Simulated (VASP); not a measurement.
# GaP (F-43m) in VASP: notebook

GaP is run at these levels: PBE+D3(BJ), r2SCAN+D3(BJ), r2SCAN+D4; tasks: single point.

All numbers are computed with VASP 6.6.1; they aren't measurements. Logs are shortened: lines on timing, memory, paths and dates and some standing lists are left out, and cuts for length are marked.

## Step 1: The cell of the first run

It takes space group F-43m (No. 216, cubic). Conventional cell: a = 5.479 Å, b = 5.479 Å, c = 5.479 Å, α = 90.00°, β = 90.00°, γ = 90.00°. Ga (site symmetry -43m) has 4 P at 2.37 Å within 3.1 Å. Within 3.1 Å of P (site symmetry -43m) lie 4 Ga at 2.37 Å.

## Step 2: Single point, PBE+D3(BJ) (volume scaled by 1.02)

Contents of INCAR:

```
SYSTEM = GaP
PREC     = Accurate       ! precision mode
ENCUT    = 520            ! plane-wave cutoff, eV
EDIFF    = 1E-7           ! SCF threshold, eV
ISMEAR   = 0              ! smearing method
SIGMA    = 0.05           ! smearing width, eV
LREAL    = .FALSE.        ! projectors in reciprocal space
LASPH    = .TRUE.         ! aspherical terms in the spheres
NELM     = 80             ! most SCF steps
ALGO     = Normal         ! electronic algorithm
ISIF     = 2              ! what is computed and relaxed
LWAVE    = .FALSE.        ! write WAVECAR
LCHARG   = .TRUE.         ! write CHGCAR
GGA      = PE             ! functional
IVDW     = 12             ! dispersion correction
LELF     = .TRUE.         ! ELF
LVHAR    = .TRUE.       
NBANDS   = 16             ! bands
```

Contents of KPOINTS:

```
Automatic mesh
0
G
  8 8 8
  0 0 0
```

Contents of POSCAR:

```
GaP
1.0
    0.0000000000      2.7396360168      2.7396360168
    2.7396360168      0.0000000000      2.7396360168
    2.7396360168      2.7396360168      0.0000000000
Ga P
1 1
Direct
    0.0000000000      0.0000000000      0.0000000000
    0.7500000000      0.7500000000      0.7500000000
```

Potentials or basis: VASP PAW PBE potentials, release 64 (Ga_d, P).

Command:

```console
$ cat potpaw_PBE.64/Ga_d/POTCAR potpaw_PBE.64/P/POTCAR > POTCAR
$ mpirun -np 1 vasp_std > vasp.out
```

OUTCAR:

```text
SYSTEM = GaP
   PREC = Accurate
   ENCUT = 520
   EDIFF = 1E-7
   ISMEAR = 0
   LREAL = .FALSE.
   LASPH = .TRUE.
   NELM = 80
   ISIF = 2
   GGA = PE
   IVDW = 12
 IVDW          = 12

 ion  position               nearest neighbor table
   1  0.000  0.000  0.000-   2 2.37   2 2.37   2 2.37   2 2.37
   2  0.750  0.750  0.750-   1 2.37   1 2.37   1 2.37   1 2.37

  LATTYP: Found a face centered cubic cell.
 ALAT       =     5.4792720336

  Lattice vectors:

 A1 = (   0.0000000000,   2.7396360168,   2.7396360168)
 A2 = (   2.7396360168,   0.0000000000,   2.7396360168)
 A3 = (   2.7396360168,   2.7396360168,   0.0000000000)

Analysis of symmetry for initial positions (statically):
=====================================================================
 Subroutine PRICEL returns:
 Original cell was already a primitive cell.

 Routine SETGRP: Setting up the symmetry group for a
 face centered cubic supercell.

 Subroutine GETGRP returns: Found 24 space group operations
 (whereof 24 operations were pure point group operations)
 out of a pool of 48 trial point group operations.

The static configuration has the point symmetry T_d .

Analysis of symmetry for dynamics (positions and initial velocities):
=====================================================================
 Subroutine PRICEL returns:
 Original cell was already a primitive cell.

 Routine SETGRP: Setting up the symmetry group for a
 face centered cubic supercell.

 Subroutine GETGRP returns: Found 24 space group operations
 (whereof 24 operations were pure point group operations)
 out of a pool of 48 trial point group operations.

The dynamic configuration has the point symmetry T_d .

 Subroutine INISYM returns: Found 24 space group operations
 (whereof 24 operations are pure point group operations),
 and found     1 'primitive' translations

----------------------------------------------------------------------------------------

                                     Primitive cell

  volume of cell :      41.1253

  direct lattice vectors                    reciprocal lattice vectors
     0.000000000  2.739636017  2.739636017    -0.182505996  0.182505996  0.182505996
     2.739636017  0.000000000  2.739636017     0.182505996 -0.182505996  0.182505996
     2.739636017  2.739636017  0.000000000     0.182505996  0.182505996 -0.182505996

  length of vectors
     3.874430411  3.874430411  3.874430411     0.316109658  0.316109658  0.316109658

  position of ions in fractional coordinates (direct lattice)
     0.000000000  0.000000000  0.000000000
     0.750000000  0.750000000  0.750000000

  ion indices of the primitive-cell ions
   primitive index   ion index
                 1           1
                 2           2

----------------------------------------------------------------------------------------

 KPOINTS: Automatic mesh

Automatic generation of k-mesh.
 Grid dimensions read from file:
 generate k-points for:    8    8    8

 Generating k-lattice:

  Cartesian coordinates                     Fractional coordinates (reciprocal lattice)
    -0.022813250  0.022813250  0.022813250     0.125000000  0.000000000  0.000000000
     0.022813250 -0.022813250  0.022813250     0.000000000  0.125000000  0.000000000
     0.022813250  0.022813250 -0.022813250     0.000000000  0.000000000  0.125000000

  Length of vectors
     0.039513707  0.039513707  0.039513707

  Shift w.r.t. Gamma in fractional coordinates (k-lattice)
     0.000000000  0.000000000  0.000000000

 Subroutine IBZKPT returns following result:
 ===========================================

 Found     29 irreducible k-points:

 Following reciprocal coordinates:
            Coordinates               Weight
  0.000000  0.000000  0.000000      1.000000
  0.125000  0.000000  0.000000      8.000000
  0.250000  0.000000  0.000000      8.000000
  0.375000  0.000000  0.000000      8.000000
  0.500000  0.000000  0.000000      4.000000
  0.125000  0.125000  0.000000      6.000000
[... 16 lines left out ...]
  0.500000  0.250000  0.125000     48.000000
 -0.375000  0.250000  0.125000     24.000000
 [... further k-points ...]
   k-points           NKPTS =     29   k-points in BZ     NKDIM =     29   number of bands    NBANDS=     16
   number of dos      NEDOS =    301   number of ions     NIONS =      2
   total plane-waves  NPLWV =  27000
   dimension x,y,z NGX =    30 NGY =   30 NGZ =   30
   dimension x,y,z NGXF=    60 NGYF=   60 NGZF=   60
   ions per type =               1   1
   NGX,Y,Z   is equivalent  to a cutoff of  12.87, 12.87, 12.87 a.u.
   NGXF,Y,Z  is equivalent  to a cutoff of  25.75, 25.75, 25.75 a.u.
 SYSTEM =  GaP
   PREC   = accura    normal or accurate (medium, high low for compatibility)
   ISTART =      0    job   : 0-new  1-cont  2-samecut
   ICHARG =      2    charge: 1-file 2-atom 10-const
   ISPIN  =      1    spin polarized calculation?
   LNONCOLLINEAR =      F non collinear calculations
   LSORBIT =      F    spin-orbit coupling
   LASPH  =      T    aspherical Exc in radial PAW
   ENCUT  =  520.0 eV  38.22 Ry    6.18 a.u.   7.20  7.20  7.20*2*pi/ulx,y,z
   NELM   =     80;   NELMIN=  2; NELMDL= -5     # of ELM steps
   EDIFF  = 0.1E-06   stopping-criterion for ELM
   LREAL  =      F    real-space projection
   EDIFFG = 0.1E-05   stopping-criterion for IOM
   NSW    =      0    number of steps for IOM
   IBRION =     -1    ionic relax: 0-MD 1-quasi-New 2-CG
   NFREE  =      0    steps in history (QN), initial steepest desc. (CG)
   ISIF   =      2    stress and relaxation
   ISYM   =      2    0-nonsym 1-usesym 2-fastsym
   POTIM  = 0.5000    time-step for ionic-motion
   TEBEG  =    0.0;   TEEND  =   0.0 temperature during run
   PSTRESS=    0.0 pullay stress
   NELECT =      18.0000    total number of electrons
   NUPDOWN=      -1.0000    fix difference up-down
   EMIN   =  10.00;   EMAX   =-10.00  energy-range for DOS
   EFERMI =   0.00;   METHOD = LEGACY
   ISMEAR =     0;   SIGMA  =   0.05  broadening in eV -4-tet -1-fermi 0-gaus
   EFERMI_NEDOS =   21; number of points for ismear=-14 and -15
   IALGO  =     38    algorithm
   IMIX   =      4    mixing-type and parameters
     AMIX     =   0.40;   BMIX     =  1.00
     AMIX_MAG =   1.60;   BMIX_MAG =  1.00
  volume/ion in A,a.u.               =      20.56       138.76
  Fermi-wavevector in a.u.,A,eV,Ry     =   1.242976  2.348884 21.020862  1.544990
  Thomas-Fermi vector in A             =   2.377307
   LORBIT       =      0    0 simple, 1 ext, 2 COOP (PROOUT), +10 PAW based schemes
   GGA     = PE    functional components
   LHFCALC =     F    Hartree Fock is set to
   AEXX    =    0.0000 exact exchange contribution
   IVDW    =    12    specifies the selected vdW correction
   LEPSILON=     F    determine dielectric tensor
   LRPA    =     F    only Hartree local field effects (RPA)
 non-spin polarized calculation
 Gauss-broadening in eV      SIGMA  =   0.05
  energy-cutoff  :      520.00
  volume of cell :       41.13
 maximum number of plane-waves:      1124
 NGX is ok and might be reduce to    30
   NGX = 15   NGY = 15   NGZ = 15

 number of electron      17.9999995 magnetization

 Free energy of the ion-electron system (eV)
  ---------------------------------------------------
  ext. energy  EPLUGINS =         0.00000000
  ---------------------------------------------------
  free energy    TOTEN  =        -9.12341889 eV

  energy without entropy =       -9.12341889  energy(sigma->0) =       -9.12341889

 E-fermi :   4.7853     XC(G=0):  -9.7610

 val. band max:        4.4926570111   @ k =   0.0000   0.0000   0.0000
 cond. band min:       6.1170693529   @ k =   0.5000   0.0000   0.0000
 fundamental gap:      1.6244123418
 Fermi energy:         4.7852513435

 k-point     1 :       0.0000    0.0000    0.0000
  band No.  band energies     occupation
      1     -10.0330      2.00000
      2     -10.0330      2.00000
      3     -10.0330      2.00000
      4      -9.9380      2.00000
      5      -9.9380      2.00000
      6      -7.8814      2.00000
[... 8 lines left out ...]
     15      14.2580      0.00000
     16      14.2580      0.00000

 k-point     2 :       0.1250    0.0000    0.0000
  band No.  band energies     occupation
      1     -10.0457      2.00000
      2     -10.0285      2.00000
      3     -10.0285      2.00000
      4      -9.9381      2.00000
      5      -9.9381      2.00000
      6      -7.6833      2.00000
[... 8 lines left out ...]
     15      13.6442      0.00000
     16      14.1199      0.00000

 k-point     3 :       0.2500    0.0000    0.0000
  band No.  band energies     occupation
      1     -10.0738      2.00000
      2     -10.0190      2.00000
      3     -10.0190      2.00000
      4      -9.9368      2.00000
      5      -9.9368      2.00000
      6      -7.1220      2.00000
[... 8 lines left out ...]
     15      13.4609      0.00000
     16      14.3783      0.00000

 k-point     4 :       0.3750    0.0000    0.0000
  band No.  band energies     occupation
      1     -10.0993      2.00000
      2     -10.0117      2.00000
      3     -10.0117      2.00000
      4      -9.9333      2.00000
      5      -9.9333      2.00000
      6      -6.3415      2.00000
[... 8 lines left out ...]
     15      14.6362      0.00000
     16      14.6362      0.00000
[... 324 lines left out ...]
 k-point    22 :       0.3750    0.2500    0.1250
  band No.  band energies     occupation
      1     -10.0959      2.00000
      2     -10.0077      2.00000
      3     -10.0039      2.00000
      4      -9.9481      2.00000
      5      -9.9294      2.00000
      6      -6.6441      2.00000
[... 8 lines left out ...]
     15      15.5513      0.00000
     16      16.8142      0.00000

 k-point    23 :       0.5000    0.2500    0.1250
  band No.  band energies     occupation
      1     -10.1106      2.00000
      2     -10.0041      2.00000
      3      -9.9953      2.00000
      4      -9.9461      2.00000
      5      -9.9295      2.00000
      6      -5.9097      2.00000
[... 8 lines left out ...]
     15      15.9507      0.00000
     16      17.2559      0.00000

 k-point    24 :      -0.3750    0.2500    0.1250
  band No.  band energies     occupation
      1     -10.1159      2.00000
      2     -10.0036      2.00000
      3      -9.9922      2.00000
      4      -9.9428      2.00000
      5      -9.9311      2.00000
      6      -5.4701      2.00000
[... 8 lines left out ...]
     15      16.4401      0.00000
     16      16.9106      0.00000

 [... further k-points ...]

------------------------ aborting loop because EDIFF is reached ----------------------------------------

 Edisp (eV)   -0.62221

 E8    (eV) :    -0.2638

  FORCE on cell =-STRESS in cart. coord.  units (eV):
  Direction    XX          YY          ZZ          XY          YZ          ZX
  --------------------------------------------------------------------------------------
  -------------------------------------------------------------------------------------
  Total      -0.38276    -0.38276    -0.38276    -0.00000     0.00000    -0.00000
  in kB     -14.91188   -14.91188   -14.91188    -0.00000     0.00000    -0.00000
  external pressure =      -14.91 kB  Pullay stress =        0.00 kB

 VOLUME and BASIS-vectors are now :
 -----------------------------------------------------------------------------
  energy-cutoff  :      520.00
  volume of cell :       41.13
      direct lattice vectors                 reciprocal lattice vectors
     0.000000000  2.739636017  2.739636017    -0.182505996  0.182505996  0.182505996
     2.739636017  0.000000000  2.739636017     0.182505996 -0.182505996  0.182505996
     2.739636017  2.739636017  0.000000000     0.182505996  0.182505996 -0.182505996

 POSITION                                       TOTAL-FORCE (eV/Angst)
 -----------------------------------------------------------------------------------
      0.00000      0.00000      0.00000        -0.000000     -0.000000     -0.000000
      4.10945      4.10945      4.10945         0.000000      0.000000      0.000000
 -----------------------------------------------------------------------------------
    total drift:                               -0.000002     -0.000002     -0.000002

  FREE ENERGIE OF THE ION-ELECTRON SYSTEM (eV)
  ---------------------------------------------------
  free  energy   TOTEN  =        -9.7456319855 eV

  energy  without entropy=       -9.7456319855  energy(sigma->0) =       -9.74563199
```

It took 24 s on 1 thread of AMD EPYC 9R45 (Zen 5), shared host; peak memory 0.15 GiB.

What came out:

| Quantity | Value |
| --- | --- |
| Free energy | -9.7456 eV |
| Pressure | -1.5 GPa |
| Band gap on the k mesh | 1.62 eV, indirect (least direct gap 1.70 eV) |
| Dispersion energy per atom | -0.311 eV |

## Step 3: Single point, PBE+D3(BJ) (volume scaled by 1.04)

Contents of INCAR:

```
SYSTEM = GaP
PREC = Accurate
ENCUT = 520
EDIFF = 1E-6
ISMEAR = 0
SIGMA = 0.05
LREAL = .FALSE.
LASPH = .TRUE.
NELM = 100
ALGO = Normal
ISIF = 2
LWAVE = .FALSE.
LCHARG = .TRUE.
GGA = PE
IVDW = 12
LELF = .TRUE.
LVHAR = .TRUE.
NBANDS = 16
```

Contents of KPOINTS:

```
regular mesh
0
G
  8 8 8
  0 0 0
```

Contents of POSCAR:

```
GaP
1.0
    0.0000000000      2.7574263595      2.7574263595
    2.7574263595      0.0000000000      2.7574263595
    2.7574263595      2.7574263595      0.0000000000
Ga P
1 1
Direct
    0.0000000000      0.0000000000      0.0000000000
    0.7500000000      0.7500000000      0.7500000000
```

Potentials or basis: VASP PAW PBE potentials, release 64 (Ga_d, P).

Command:

```console
$ cat potpaw_PBE.64/Ga_d/POTCAR potpaw_PBE.64/P/POTCAR > POTCAR
$ mpirun -np 1 vasp_std > vasp.out
```

OUTCAR:

```text
SYSTEM = GaP
   PREC = Accurate
   ENCUT = 520
   EDIFF = 1E-6
   ISMEAR = 0
   LREAL = .FALSE.
   LASPH = .TRUE.
   NELM = 100
   ISIF = 2
   GGA = PE
   IVDW = 12
 IVDW          = 12

 ion  position               nearest neighbor table
   1  0.000  0.000  0.000-   2 2.39   2 2.39   2 2.39   2 2.39
   2  0.750  0.750  0.750-   1 2.39   1 2.39   1 2.39   1 2.39

  LATTYP: Found a face centered cubic cell.
 ALAT       =     5.5148527190

  Lattice vectors:

 A1 = (   0.0000000000,   2.7574263595,   2.7574263595)
 A2 = (   2.7574263595,   0.0000000000,   2.7574263595)
 A3 = (   2.7574263595,   2.7574263595,   0.0000000000)

Analysis of symmetry for initial positions (statically):
=====================================================================
 Subroutine PRICEL returns:
 Original cell was already a primitive cell.

 Routine SETGRP: Setting up the symmetry group for a
 face centered cubic supercell.

 Subroutine GETGRP returns: Found 24 space group operations
 (whereof 24 operations were pure point group operations)
 out of a pool of 48 trial point group operations.

The static configuration has the point symmetry T_d .
[... 161 lines left out ...]

 E-fermi :   4.5426     XC(G=0):  -9.6735

 val. band max:        4.2995489931   @ k =   0.0000   0.0000   0.0000
 cond. band min:       5.8360786978   @ k =   0.0000   0.0000   0.0000
 fundamental gap:      1.5365297046
 Fermi energy:         4.5426148834

 k-point     1 :       0.0000    0.0000    0.0000
  band No.  band energies     occupation
      1     -10.1964      2.00000
      2     -10.1964      2.00000
      3     -10.1964      2.00000
      4     -10.1070      2.00000
      5     -10.1070      2.00000
      6      -7.9329      2.00000
[... 433 lines left out ...]
      3     -10.1581      2.00000
      4     -10.1113      2.00000
      5     -10.1005      2.00000
      6      -5.5946      2.00000
[... 8 lines left out ...]
     15      16.1745      0.00000
     16      16.6062      0.00000

 [... further k-points ...]

------------------------ aborting loop because EDIFF is reached ----------------------------------------

 Edisp (eV)   -0.60916

 E8    (eV) :    -0.2581

  FORCE on cell =-STRESS in cart. coord.  units (eV):
  Direction    XX          YY          ZZ          XY          YZ          ZX
  --------------------------------------------------------------------------------------
  -------------------------------------------------------------------------------------
  Total      -0.77852    -0.77852    -0.77852     0.00000     0.00000    -0.00000
  in kB     -29.74652   -29.74652   -29.74652     0.00000     0.00000    -0.00000
  external pressure =      -29.75 kB  Pullay stress =        0.00 kB

 VOLUME and BASIS-vectors are now :
 -----------------------------------------------------------------------------
  energy-cutoff  :      520.00
  volume of cell :       41.93
      direct lattice vectors                 reciprocal lattice vectors
     0.000000000  2.757426360  2.757426360    -0.181328505  0.181328505  0.181328505
     2.757426360  0.000000000  2.757426360     0.181328505 -0.181328505  0.181328505
     2.757426360  2.757426360  0.000000000     0.181328505  0.181328505 -0.181328505

 POSITION                                       TOTAL-FORCE (eV/Angst)
 -----------------------------------------------------------------------------------
      0.00000      0.00000      0.00000         0.000000      0.000000      0.000000
      4.13614      4.13614      4.13614        -0.000000     -0.000000     -0.000000
 -----------------------------------------------------------------------------------
    total drift:                               -0.000002     -0.000002     -0.000002

  FREE ENERGIE OF THE ION-ELECTRON SYSTEM (eV)
  ---------------------------------------------------
  free  energy   TOTEN  =        -9.7345158031 eV

  energy  without entropy=       -9.7345158031  energy(sigma->0) =       -9.73451580
```

OSZICAR:

```text
N       E                     dE             d eps       ncg     rms          rms(c)
DAV:   1     0.822311180046E+02    0.82231E+02   -0.88088E+03   952   0.155E+03
DAV:   2    -0.299008786291E+01   -0.85221E+02   -0.81320E+02  1144   0.315E+02
DAV:   3    -0.927772802339E+01   -0.62876E+01   -0.62662E+01  1120   0.654E+01
DAV:   4    -0.938258875178E+01   -0.10486E+00   -0.10484E+00  1168   0.919E+00
DAV:   5    -0.938482338633E+01   -0.22346E-02   -0.22345E-02  1176   0.116E+00    0.409E+00
DAV:   6    -0.914887398071E+01    0.23595E+00   -0.37735E-01  1440   0.101E+01    0.268E+00
DAV:   7    -0.912445004435E+01    0.24424E-01   -0.88439E-02  1240   0.195E+00    0.108E+00
DAV:   8    -0.912479635345E+01   -0.34631E-03   -0.12878E-02  1072   0.136E+00    0.172E-01
DAV:   9    -0.912520313121E+01   -0.40678E-03   -0.13120E-03  1192   0.505E-01    0.822E-02
DAV:  10    -0.912528134711E+01   -0.78216E-04   -0.11270E-04  1392   0.109E-01    0.417E-02
DAV:  11    -0.912535617915E+01   -0.74832E-04   -0.10354E-04  1112   0.833E-02    0.500E-03
DAV:  12    -0.912535581865E+01    0.36050E-06   -0.28404E-06  1104   0.211E-02
   1 F= -.97345158E+01 E0= -.97345158E+01  d E =-.901121E-14
```

stdout:

```text
POSCAR found type information on POSCAR GaP
 POSCAR found :  2 types and       2 ions
 scaLAPACK will be used
 LDA part: xc-table for (Slater+PW92), standard interpolation
 POSCAR, INCAR and KPOINTS ok, starting setup
 FFT: planning ... GRIDC
 FFT: planning ... GRID_SOFT
 FFT: planning ... GRID
 WAVECAR not read
 entering main loop
```

Wall time 21 s (1 thread of AMD EPYC 9R45 (Zen 5), shared host); peak memory 0.15 GiB.

Results:

- Free energy: -9.7345 eV
- Pressure: -3.0 GPa
- Band gap on the k mesh: 1.54 eV, direct
- Dispersion energy per atom: -0.305 eV

(Part 1 of 3 ends here.)
